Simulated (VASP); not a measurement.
**AlN: single point with PBEsol**

The system is AlN.

```xyz
2
Lattice="2.1449 2.1449 0.0000 -2.1449 2.1449 0.0000 0.0000 2.1449 2.2348" Properties=species:S:1:pos:R:3 pbc="T T T"
Al    0.0000    0.0000    0.0000
N    -1.0725    3.2174    1.1174
```

This cell differs from its parent crystal: film at in-plane strain -0.02.

```json
{
 "Program": "VASP 6.6.1",
 "Task": "single point",
 "Functional": "PBEsol",
 "Potentials or basis": "VASP PAW PBE potentials, release 64 (Al, N)",
 "Cutoff": "520 eV",
 "k mesh": "10 × 10 × 10",
 "Occupations": "gaussian, width 0.01 eV",
 "Spin": "no spin polarisation"
}
```

| Item | Value |
| --- | --- |
| Pressure | 4.0 GPa |
| Band gap on the k mesh | 3.06 eV, indirect (least direct gap 4.18 eV) |

Stress tensor (GPa, compression positive):
```
 5.98  0.00  0.00
 0.00  5.98  0.00
 0.00  0.00 -0.01
```

Levels at points of the mesh, in eV from the valence-band top:
```tsv
k point	band 1	band 2	band 3	band 4	band 5	band 6	band 7	band 8	band 9
(0.00, 0.00, 0.00)	-15.11	-0.20	-0.01	-0.01	4.16	12.51	12.51	12.55	16.84
(0.50, 0.00, 0.00)	-12.99	-6.05	-0.74	-0.38	7.25	9.78	10.76	11.43	17.85
(0.50, 0.50, 0.00)	-12.27	-4.93	-2.00	-1.98	3.06	8.27	14.20	14.97	16.22
(0.00, 0.00, 0.50)	-12.45	-5.33	-1.65	-1.65	3.26	8.90	13.48	15.94	15.94
```

It took 8.4 s on 1 thread of Intel(R) Xeon(R) Platinum 8559C (Emerald Rapids), on a shared host, peak memory 0.14 GiB.

Caveat: the cell differs from its parent crystal (film at in-plane strain -0.02); the PAW data sets were made with another functional, which shifts forces and pressure a little. A k mesh can miss the band edges.
